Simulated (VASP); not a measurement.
Runs of VASP 6.6.1 on Na4Pd. The structure is that of space group Pm-3m (No. 221), or close to it. The cells are those of the table. 

| task | spin | cell | k mesh | cutoff (eV) | gap on the mesh (eV) | pressure (GPa) | relaxed volume (Å³/atom) |
| --- | --- | --- | --- | --- | --- | --- | --- |
| single point | collinear, ferromagnetic start | a = 5.565 Å, 5 atoms | 4 × 4 × 4 | 520 | none | 0.1 | - |
| single point | off | a = 4.758 Å, 5 atoms | 4 × 4 × 4 | 520 | none | (a) | - |
| single point | off | a = 5.565 Å, 5 atoms | 8 × 8 × 8 | 520 | none | 0.1 | - |
| relaxation of cell and atoms | off | relaxed from a = 4.758 Å, 5 atoms | 4 × 4 × 4 | 600 | none | -0.1 | 34.75 |
| single point | off | a = 5.565 Å, 5 atoms | 4 × 4 × 4 | 520 | none | 0.1 | - |
| relaxation of cell and atoms | off | relaxed from a = 5.565 Å, 5 atoms | 8 × 8 × 8 | 600 | none | 0.0 | 34.44 |

Alike in all rows: level PBE; potentials or basis VASP PAW PBE potentials, release 64 (Na_pv, Pd); smearing gaussian 0.1 eV.

Question: Estimate the missing entries.

Answer: (a) 15.4.

Caveats: the volume moved by over 15 % at a fixed basis, so the end points are rough (some runs).

A k mesh can miss the band edges, and the runs leave out spin-orbit coupling on Pd.

A gap of «none» marks levels without a gap at the run's occupations.
